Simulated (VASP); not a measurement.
# FeO (P-6m2) in VASP: further runs

FeO is run at these levels: PBE; tasks: single point.

Program: VASP 6.6.1. These are calculated values, not measurements. Logs are shortened: lines on timing, memory, paths and dates and some standing lists are left out, and cuts for length are marked.

## (1) The cell of the first run

Symmetry: P-6m2, No. 187, hexagonal system. The conventional cell has a = 2.844 Å, b = 2.844 Å, c = 2.775 Å, α = 90.00°, β = 90.00°, γ = 120.00°. Fe (site symmetry -6m2) has 6 O at 2.15 Å and 2 Fe at 2.78 Å within 2.8 Å. O (site symmetry -6m2) has 6 Fe at 2.15 Å and 2 O at 2.78 Å within 2.8 Å.

## (2) Single point, PBE, collinear spin, ferromagnetic start

Contents of INCAR:

```
SYSTEM = FeO
PREC     = Accurate       ! precision mode
ENCUT    = 520            ! plane-wave cutoff, eV
EDIFF    = 1E-6           ! SCF threshold, eV
ISMEAR   = -1             ! smearing method
SIGMA    = 0.05           ! smearing width, eV
LREAL    = .False.        ! projectors in reciprocal space
LASPH    = .True.         ! aspherical terms in the spheres
NELM     = 150            ! most SCF steps
ALGO     = Normal         ! electronic algorithm
ISIF     = 2              ! what is computed and relaxed
LWAVE    = .False.        ! write WAVECAR
LCHARG   = .False.        ! write CHGCAR
ISPIN    = 2              ! spin polarisation
MAGMOM   = 3 0            ! initial moments
LORBIT   = 11             ! projections on sites
LMAXMIX  = 4              ! l up to which the mixer works
GGA      = PE             ! functional
NBANDS   = 18             ! bands
```

Contents of KPOINTS:

```
Automatic mesh
0
Gamma
  10 10 9
  0 0 0
```

Contents of POSCAR:

```
FeO
1.0
    2.8436459125      0.0000000000      0.0000000000
   -1.4218229514      2.4626696031      0.0000000000
    0.0000000000      0.0000000000      2.7752575189
Fe O
1 1
Direct
    0.0000000000      0.0000000000      0.0000000000
    0.6666666667      0.3333333333      0.5000000000
```

Potentials or basis: VASP PAW PBE potentials, release 64 (Fe, O).

Command:

```console
> cat potpaw_PBE.64/Fe/POTCAR potpaw_PBE.64/O/POTCAR > POTCAR
> mpirun -np 1 vasp_std > vasp.out
```

OUTCAR:

```text
SYSTEM = FeO
   PREC = Accurate
   ENCUT = 520
   EDIFF = 1E-6
   ISMEAR = -1
   LREAL = .False.
   LASPH = .True.
   NELM = 150
   ISIF = 2
   ISPIN = 2
   LORBIT = 11
   GGA = PE

 ion  position               nearest neighbor table
   1  0.000  0.000  0.000-   2 2.15   2 2.15   2 2.15   2 2.15   2 2.15   2 2.15
   2  0.667  0.333  0.500-   1 2.15   1 2.15   1 2.15   1 2.15   1 2.15   1 2.15

  LATTYP: Found a hexagonal cell.
 ALAT       =     2.8436459125
 C/A-ratio  =     0.9759504539

  Lattice vectors:

 A1 = (   2.8436459125,   0.0000000000,   0.0000000000)
 A2 = (  -1.4218229514,   2.4626696031,   0.0000000000)
 A3 = (   0.0000000000,   0.0000000000,   2.7752575189)

Analysis of symmetry for initial positions (statically):
=====================================================================
 Subroutine PRICEL returns:
 Original cell was already a primitive cell.

 Routine SETGRP: Setting up the symmetry group for a
 hexagonal supercell.

 Subroutine GETGRP returns: Found 12 space group operations
 (whereof 12 operations were pure point group operations)
 out of a pool of 24 trial point group operations.

The static configuration has the point symmetry D_3h.

Analysis of symmetry for dynamics (positions and initial velocities):
=====================================================================
 Subroutine PRICEL returns:
 Original cell was already a primitive cell.

 Routine SETGRP: Setting up the symmetry group for a
 hexagonal supercell.

 Subroutine GETGRP returns: Found 12 space group operations
 (whereof 12 operations were pure point group operations)
 out of a pool of 24 trial point group operations.

The dynamic configuration has the point symmetry D_3h.

Analysis of structural, dynamic, and magnetic symmetry:
=====================================================================
 Subroutine PRICEL returns:
 Original cell was already a primitive cell.

 Routine SETGRP: Setting up the symmetry group for a
 hexagonal supercell.

 Subroutine GETGRP returns: Found 12 space group operations
 (whereof 12 operations were pure point group operations)
 out of a pool of 24 trial point group operations.

The overall configuration has the point symmetry D_3h.

 Subroutine INISYM returns: Found 12 space group operations
 (whereof 12 operations are pure point group operations),
 and found     1 'primitive' translations

----------------------------------------------------------------------------------------

                                     Primitive cell

  volume of cell :      19.4350

  direct lattice vectors                    reciprocal lattice vectors
     2.843645912  0.000000000  0.000000000     0.351661223  0.203031701  0.000000000
    -1.421822951  2.462669603  0.000000000     0.000000000  0.406063403  0.000000000
     0.000000000  0.000000000  2.775257519     0.000000000  0.000000000  0.360326922

  length of vectors
     2.843645912  2.843645913  2.775257519     0.406063403  0.406063403  0.360326922

  position of ions in fractional coordinates (direct lattice)
     0.000000000  0.000000000  0.000000000
     0.666666667  0.333333333  0.500000000

  ion indices of the primitive-cell ions
   primitive index   ion index
                 1           1
                 2           2

----------------------------------------------------------------------------------------

 KPOINTS: Automatic mesh

Automatic generation of k-mesh.
 Grid dimensions read from file:
 generate k-points for:   10   10    9

 Generating k-lattice:

  Cartesian coordinates                     Fractional coordinates (reciprocal lattice)
     0.035166122  0.020303170  0.000000000     0.100000000  0.000000000  0.000000000
     0.000000000  0.040606340  0.000000000     0.000000000  0.100000000  0.000000000
     0.000000000  0.000000000  0.040036325     0.000000000  0.000000000  0.111111111

  Length of vectors
     0.040606340  0.040606340  0.040036325

  Shift w.r.t. Gamma in fractional coordinates (k-lattice)
     0.000000000  0.000000000  0.000000000

 Subroutine IBZKPT returns following result:
 ===========================================

 Found     70 irreducible k-points:

 Following reciprocal coordinates:
            Coordinates               Weight
  0.000000  0.000000  0.000000      1.000000
  0.100000 -0.000000  0.000000      6.000000
  0.200000 -0.000000  0.000000      6.000000
  0.300000 -0.000000  0.000000      6.000000
  0.400000 -0.000000  0.000000      6.000000
  0.500000  0.000000  0.000000      3.000000
[... 16 lines left out ...]
  0.300000  0.100000  0.111111     24.000000
  0.400000  0.100000  0.111111     24.000000
 [... further k-points ...]
   k-points           NKPTS =     70   k-points in BZ     NKDIM =     70   number of bands    NBANDS=     18
   number of dos      NEDOS =    301   number of ions     NIONS =      2
   total plane-waves  NPLWV =  13824
   dimension x,y,z NGX =    24 NGY =   24 NGZ =   24
   dimension x,y,z NGXF=    48 NGYF=   48 NGZF=   48
   ions per type =               1   1
   NGX,Y,Z   is equivalent  to a cutoff of  14.03, 14.03, 14.38 a.u.
   NGXF,Y,Z  is equivalent  to a cutoff of  28.06, 28.06, 28.75 a.u.
 SYSTEM =  FeO
   PREC   = accura    normal or accurate (medium, high low for compatibility)
   ISTART =      0    job   : 0-new  1-cont  2-samecut
   ICHARG =      2    charge: 1-file 2-atom 10-const
   ISPIN  =      2    spin polarized calculation?
   LNONCOLLINEAR =      F non collinear calculations
   LSORBIT =      F    spin-orbit coupling
   LASPH  =      T    aspherical Exc in radial PAW
   ENCUT  =  520.0 eV  38.22 Ry    6.18 a.u.   5.29  5.29  5.16*2*pi/ulx,y,z
   NELM   =    150;   NELMIN=  2; NELMDL= -5     # of ELM steps
   EDIFF  = 0.1E-05   stopping-criterion for ELM
   LREAL  =      F    real-space projection
   EDIFFG = 0.1E-04   stopping-criterion for IOM
   NSW    =      0    number of steps for IOM
   IBRION =     -1    ionic relax: 0-MD 1-quasi-New 2-CG
   NFREE  =      0    steps in history (QN), initial steepest desc. (CG)
   ISIF   =      2    stress and relaxation
   ISYM   =      2    0-nonsym 1-usesym 2-fastsym
   POTIM  = 0.5000    time-step for ionic-motion
   TEBEG  =    0.0;   TEEND  =   0.0 temperature during run
   PSTRESS=    0.0 pullay stress
   NELECT =      14.0000    total number of electrons
   NUPDOWN=      -1.0000    fix difference up-down
   EMIN   =  10.00;   EMAX   =-10.00  energy-range for DOS
   EFERMI =   0.00;   METHOD = LEGACY
   ISMEAR =    -1;   SIGMA  =   0.05  broadening in eV -4-tet -1-fermi 0-gaus
   EFERMI_NEDOS =   21; number of points for ismear=-14 and -15
   IALGO  =     38    algorithm
   IMIX   =      4    mixing-type and parameters
     AMIX     =   0.40;   BMIX     =  1.00
     AMIX_MAG =   1.60;   BMIX_MAG =  1.00
  volume/ion in A,a.u.               =       9.72        65.58
  Fermi-wavevector in a.u.,A,eV,Ry     =   1.467537  2.773244 29.302407  2.153666
  Thomas-Fermi vector in A             =   2.583143
   LORBIT       =     11    0 simple, 1 ext, 2 COOP (PROOUT), +10 PAW based schemes
   GGA     = PE    functional components
   LHFCALC =     F    Hartree Fock is set to
   AEXX    =    0.0000 exact exchange contribution
   IVDW    =     0    specifies the selected vdW correction
   LEPSILON=     F    determine dielectric tensor
   LRPA    =     F    only Hartree local field effects (RPA)
 spin polarized calculation
  energy-cutoff  :      520.00
  volume of cell :       19.44
 maximum number of plane-waves:       537
 NGX is ok and might be reduce to    24
   NGX = 11   NGY = 11   NGZ = 11

 number of electron      13.9999999 magnetization       3.9936323

 Free energy of the ion-electron system (eV)
  ---------------------------------------------------
  ext. energy  EPLUGINS =         0.00000000
  ---------------------------------------------------
  free energy    TOTEN  =       -14.99951008 eV

  energy without entropy =      -14.99782231  energy(sigma->0) =      -14.99866619

 E-fermi :   5.7632     XC(G=0): -12.3640

 val. band max:        5.6957799332   @ k =   0.0000   0.0000   0.4444
 cond. band min:       5.8112962084   @ k =   0.1000  -0.0000   0.4444
 fundamental gap:      0.1155162752
 Fermi energy:         5.7631715414

 spin component 1

 k-point     1 :       0.0000    0.0000    0.0000
  band No.  band energies     occupation
      1     -14.5518      1.00000
      2       0.7886      1.00000
      3       0.7886      1.00000
      4       1.2553      1.00000
      5       2.0789      1.00000
      6       3.0351      1.00000
[... 10 lines left out ...]
     17      31.7197      0.00000
     18      35.7565      0.00000

 k-point     2 :       0.1000   -0.0000    0.0000
  band No.  band energies     occupation
      1     -14.4521      1.00000
      2       0.4384      1.00000
      3       0.8675      1.00000
      4       1.3534      1.00000
      5       1.6949      1.00000
      6       3.0198      1.00000
[... 10 lines left out ...]
     17      31.5774      0.00000
     18      35.5933      0.00000

 k-point     3 :       0.2000   -0.0000    0.0000
  band No.  band energies     occupation
      1     -14.1803      1.00000
      2      -0.3749      1.00000
      3       1.0845      1.00000
      4       1.1511      1.00000
      5       1.5400      1.00000
      6       2.9800      1.00000
[... 412 lines left out ...]
 k-point    23 :       0.3000    0.1000    0.1111
  band No.  band energies     occupation
      1     -13.5475      1.00000
      2      -1.5035      1.00000
      3       0.2765      1.00000
      4       1.0470      1.00000
      5       1.9278      1.00000
      6       2.9166      1.00000
[... 10 lines left out ...]
     17      32.9072      0.00000
     18      35.5060      0.00000

 k-point    24 :       0.4000    0.1000    0.1111
  band No.  band energies     occupation
      1     -13.3330      1.00000
      2      -1.9291      1.00000
      3       0.1929      1.00000
      4       0.9678      1.00000
      5       1.9323      1.00000
      6       3.1094      1.00000
[... 10 lines left out ...]
     17      33.5345      0.00000
     18      35.6208      0.00000

 [... further k-points ...]

 spin component 2

 k-point     1 :       0.0000    0.0000    0.0000
  band No.  band energies     occupation
      1     -13.9332      1.00000
      2       2.3846      1.00000
      3       2.3846      1.00000
      4       2.7071      1.00000
      5       3.8159      1.00000
      6       7.0942      0.00000
[... 10 lines left out ...]
     17      32.7771      0.00000
     18      36.1278      0.00000

 k-point     2 :       0.1000   -0.0000    0.0000
  band No.  band energies     occupation
      1     -13.8303      1.00000
      2       1.8472      1.00000
      3       2.4114      1.00000
      4       2.6205      1.00000
      5       3.9297      1.00000
      6       6.9653      0.00000
[... 10 lines left out ...]
     17      32.5540      0.00000
     18      36.0391      0.00000

 k-point     3 :       0.2000   -0.0000    0.0000
  band No.  band energies     occupation
      1     -13.5491      1.00000
      2       0.7302      1.00000
      3       2.4182      1.00000
      4       2.4750      1.00000
      5       4.1868      1.00000
      6       6.7083      0.00000
[... 412 lines left out ...]
 k-point    23 :       0.3000    0.1000    0.1111
  band No.  band energies     occupation
      1     -12.8906      1.00000
      2      -0.6679      1.00000
      3       1.6843      1.00000
      4       2.1646      1.00000
      5       4.7071      1.00000
      6       6.4862      0.00000
[... 10 lines left out ...]
     17      33.6050      0.00000
     18      36.2329      0.00000

 k-point    24 :       0.4000    0.1000    0.1111
  band No.  band energies     occupation
      1     -12.6658      1.00000
      2      -1.1632      1.00000
      3       1.6719      1.00000
      4       2.0421      1.00000
      5       4.6996      1.00000
      6       6.7020      0.00000
[... 10 lines left out ...]
     17      34.1343      0.00000
     18      36.3371      0.00000

 [... further k-points ...]
[... 5 lines left out ...]
  --------------------------------------------------------------------------------------
  -------------------------------------------------------------------------------------
  Total        0.1316935      0.1316935     -0.1858176      0.0000000     -0.0000000      0.0000000
  in kB       10.8564995     10.8564995    -15.3183652      0.0000000     -0.0000000      0.0000000
  external PRESSURE =       2.1315446 kB  Pullay stress =       0.0000000 kB

 VOLUME and BASIS-vectors are now :
 -----------------------------------------------------------------------------
  energy-cutoff  :      520.00
  volume of cell :       19.44
      direct lattice vectors                 reciprocal lattice vectors
     2.843645912  0.000000000  0.000000000     0.351661223  0.203031701  0.000000000
    -1.421822951  2.462669603  0.000000000     0.000000000  0.406063403  0.000000000
     0.000000000  0.000000000  2.775257519     0.000000000  0.000000000  0.360326922

 POSITION                                       TOTAL-FORCE (eV/Angst)
 -----------------------------------------------------------------------------------
      0.00000      0.00000      0.00000         0.000000     -0.000000      0.000000
      1.42182      0.82089      1.38763        -0.000000      0.000000      0.000000
 -----------------------------------------------------------------------------------
    total drift:                               -0.000000      0.000000      0.000000

  FREE ENERGIE OF THE ION-ELECTRON SYSTEM (eV)
  ---------------------------------------------------
  free  energy   TOTEN  =       -14.9995100752 eV

  energy  without entropy=      -14.9978223148  energy(sigma->0) =      -14.99866619

 total charge

# of ion       s       p       d       tot
------------------------------------------
    1        0.306   0.405   6.079   6.790
    2        1.559   3.428   0.000   4.987
--------------------------------------------------
tot          1.866   3.833   6.079  11.777

 magnetization (x)

# of ion       s       p       d       tot
------------------------------------------
    1        0.011   0.007   3.544   3.562
    2        0.030   0.332   0.000   0.362
--------------------------------------------------
tot          0.041   0.339   3.544   3.924
```

It took 17 s on 1 thread of Intel Xeon 6975P-C (Granite Rapids), shared host; peak memory 0.17 GiB.

Results:

```
Free energy                                           : -14.9995 eV
Pressure                                              : 0.2 GPa
Band gap on the k mesh                                : zero (filled and empty bands overlap)
Net moment                                            : 3.99 μB per cell
Site moments                                          : Fe +3.56; O +0.36 μB
Valence electrons inside the program's atomic spheres : Fe 6.79; O 4.99
```

Caveat: a cell with one magnetic atom can't hold antiferromagnetic order, which such compounds often take; semilocal functionals often make such compounds metallic where correlation or magnetic order opens a gap, which also shifts bond lengths. With open d or f shells a metallic result of PBE can be an artefact of self-interaction; +U or a hybrid may open a gap.

## (3) Single point, PBE, collinear spin, ferromagnetic start

This run uses another cell than the first one, of 9.92 Å³/atom, 1.021 times its volume.

Contents of INCAR:

```
SYSTEM = FeO
  ALGO = Normal
  EDIFF = 1E-6
  ENCUT = 520
  GGA = PE
  ISIF = 2
  ISMEAR = -1
  ISPIN = 2
  LASPH = .TRUE.
  LCHARG = .TRUE.
  LELF = .TRUE.
  LMAXMIX = 4
  LORBIT = 11
  LREAL = .FALSE.
  LVHAR = .TRUE.
  LWAVE = .FALSE.
  MAGMOM = 3 0
  NBANDS = 18
  NELM = 150
  PREC = Accurate
  SIGMA = 0.05
```

Contents of KPOINTS:

```
k-points
0
G
  10 10 9
  0 0 0
```

Contents of POSCAR:

```
FeO
1.0
    2.8636722478      0.0000000000      0.0000000000
   -1.4318361189      2.4800129182      0.0000000000
    0.0000000000      0.0000000000      2.7948022299
Fe O
1 1
Direct
    0.0000000000      0.0000000000      0.0000000000
    0.6666666667      0.3333333333      0.5000000000
```

Potentials or basis: VASP PAW PBE potentials, release 64 (Fe, O).

Command:

```console
> cat potpaw_PBE.64/Fe/POTCAR potpaw_PBE.64/O/POTCAR > POTCAR
> mpirun -np 1 vasp_std > vasp.out
```

It took 19 s on 1 thread of Intel Xeon 6975P-C (Granite Rapids), shared host; peak memory 0.17 GiB.

The run converged. Its results:

```yaml
Free_energy: -14.9954 eV
Pressure: -3.7 GPa
Band_gap_on_the_k_mesh: zero (filled and empty bands overlap)
Net_moment: 4.00 μB per cell
Site_moments: Fe +3.57; O +0.36 μB
Valence_electrons_inside_the_program's_atomic_spheres: Fe 6.75; O 4.98
```

Stress tensor (GPa, compression positive):
```
-2.53  0.00  0.00
 0.00 -2.53  0.00
 0.00  0.00 -6.17
```

Levels at points of the mesh, in eV from the Fermi level:
Spin up:
| k point | band 6 | band 7 | band 8 | band 9 | band 10 | band 11 | band 12 | band 13 |
| --- | --- | --- | --- | --- | --- | --- | --- | --- |
| (0.00, 0.00, 0.00) | -2.74 | -2.74 | -0.98 | -0.98 | 0.53 | 14.19 | 16.04 | 16.04 |
| (0.50, 0.00, 0.00) | -2.90 | -2.06 | -2.03 | -0.50 | 5.30 | 8.53 | 14.44 | 16.67 |
Spin down:
| k point | band 1 | band 2 | band 3 | band 4 | band 5 | band 6 | band 7 | band 8 | band 9 | band 10 |
| --- | --- | --- | --- | --- | --- | --- | --- | --- | --- | --- |
| (0.00, 0.00, 0.00) | -19.52 | -3.28 | -3.28 | -2.98 | -1.88 | 1.32 | 1.32 | 1.42 | 1.50 | 1.50 |
| (0.50, 0.00, 0.00) | -18.35 | -7.08 | -3.66 | -3.09 | -1.45 | 1.10 | 1.19 | 1.43 | 2.43 | 5.94 |

Caveat: a cell with one magnetic atom can't hold antiferromagnetic order, which such compounds often take; semilocal functionals often make such compounds metallic where correlation or magnetic order opens a gap, which also shifts bond lengths. With open d or f shells a metallic result of PBE can be an artefact of self-interaction; +U or a hybrid may open a gap.
